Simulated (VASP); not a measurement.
Input of a VASP 6.6.1 run:

Contents of INCAR:

```
SYSTEM = LaYH6
PREC = Accurate
ENCUT = 520
EDIFF = 1E-6
ISMEAR = -1
SIGMA = 0.05
LREAL = .False.
LASPH = .True.
NELM = 100
ALGO = Normal
ISIF = 2
LWAVE = .False.
LCHARG = .False.
GGA = PS
NBANDS = 24
```

Contents of KPOINTS:

```
Automatic mesh
0
Gamma
  4 4 4
  0 0 0
```

File POSCAR:

```
LaYH6
1.0
    1.1046585321      2.4107490087      2.5926905921
    3.6576641531      0.0363775837      3.7154864682
    4.7055337511      4.5796272925     -1.0080878202
La Y H
1 1 6
Direct
    0.4249590044      0.5628471109      0.4438919810
   -0.1075285889      0.0626647329     -0.0554098671
    0.4418161916      0.0628336759      0.4281397171
    0.0109585616      0.5630766931      0.9276719219
    0.1866383440      1.0629526846      0.1669983773
    0.6816387009      0.5627325683      0.7072796641
    0.6445530127      0.0629703792      0.7099234571
    1.2165148785      0.5626988167      0.1705908717
```

Potentials or basis: VASP PAW PBE potentials, release 64 (La, Y_sv, H).

Run with:

```console
$ cat potpaw_PBE.64/La/POTCAR potpaw_PBE.64/Y_sv/POTCAR potpaw_PBE.64/H/POTCAR > POTCAR
$ mpirun -np 1 vasp_std > vasp.out
```

(1) Predict the largest force.

(2) What does it give for the band gap on the k mesh?

Answers

(1) 0.006 eV/Å.

(2) zero (bands 14 and 15 overlap by 0.06 eV).

Caveat: the k points lie up to 0.43 Å⁻¹ apart; the PAW data sets were made with another functional, which shifts forces and pressure a little; spin-orbit coupling is left out, which moves the levels of the heavy elements.
